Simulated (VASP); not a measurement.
Wanted: the native input for a VASP 6.6.1 run.

| Item | Value |
| --- | --- |
| Task | single point |
| Functional | r2SCAN |
| Potentials or basis | VASP PAW PBE potentials, release 64 (Si) |
| Cutoff | 520 eV |
| k mesh | 20 × 20 × 20 |
| Occupations | gaussian, width 0.05 eV |
| Spin | no spin polarisation |
| Dipole correction | no |
| Further INCAR settings | ALGO = Normal; EDIFF = 1e-07; NBANDS = 11 |

Si:

```
Si
1.0
    -2.20810    2.20810    1.18833
     2.20810   -2.20810    1.18833
     2.20810    2.20810   -1.18833
Si
2
Cartesian
  2.2081 0.0000 0.5942
  0.0000 0.0000 1.1883
```

One way to write it, as run:

POSCAR

```
Si
1.0
   -2.2081003791      2.2081003791      1.1883329176
    2.2081003791     -2.2081003791      1.1883329176
    2.2081003791      2.2081003791     -1.1883329176
Si
2
Direct
    0.2500000000      0.7500000000      0.5000000000
    0.5000000000      0.5000000000      0.0000000000
```

INCAR.step1

```
SYSTEM = Si
ALGO     = Normal         ! electronic algorithm
EDIFF    = 1E-4           ! SCF threshold, eV
ENCUT    = 520            ! plane-wave cutoff, eV
GGA      = PE             ! functional
ISMEAR   = 0              ! smearing method
LASPH    = .True.         ! aspherical terms in the spheres
LCHARG   = .False.        ! write CHGCAR
LREAL    = .False.        ! projectors in reciprocal space
LWAVE    = .True.         ! write WAVECAR
NBANDS   = 11             ! bands
NELM     = 60             ! most SCF steps
PREC     = Accurate       ! precision mode
SIGMA    = 0.05           ! smearing width, eV
```

INCAR.step2

```
SYSTEM = Si
ALGO     = Normal         ! electronic algorithm
EDIFF    = 1E-7           ! SCF threshold, eV
ENCUT    = 520            ! plane-wave cutoff, eV
ISIF     = 2              ! what is computed and relaxed
ISMEAR   = 0              ! smearing method
ISTART   = 1            
LASPH    = .True.         ! aspherical terms in the spheres
LCHARG   = .True.         ! write CHGCAR
LELF     = .True.         ! ELF
LMIXTAU  = .True.       
LREAL    = .False.        ! projectors in reciprocal space
LVHAR    = .True.       
LWAVE    = .False.        ! write WAVECAR
METAGGA  = R2SCAN         ! meta-GGA
NBANDS   = 11             ! bands
NELM     = 60             ! most SCF steps
PREC     = Accurate       ! precision mode
SIGMA    = 0.05           ! smearing width, eV
```

KPOINTS

```
k-points
0
Gamma
  20 20 20
  0 0 0
```

Potentials or basis: VASP PAW PBE potentials, release 64 (Si).

The run is started by

```bash
$ cat potpaw_PBE.64/Si/POTCAR > POTCAR
$ cp INCAR.step1 INCAR
$ mpirun -np 1 vasp_std > vasp.out
$ cp INCAR.step2 INCAR
$ mpirun -np 1 vasp_std > vasp.out
```

Results of the run:

* Pressure: 54.3 GPa
* Band gap on the k mesh: zero (bands 4 and 5 overlap by 8.39 eV)

Caveat: the cell stands under pressure; the PAW data sets were made with another functional, which shifts forces and pressure a little.

It took 6.3 min on 1 thread of Intel(R) Xeon(R) Platinum 8488C (Sapphire Rapids), with other jobs on the host, peak memory 0.26 GiB.
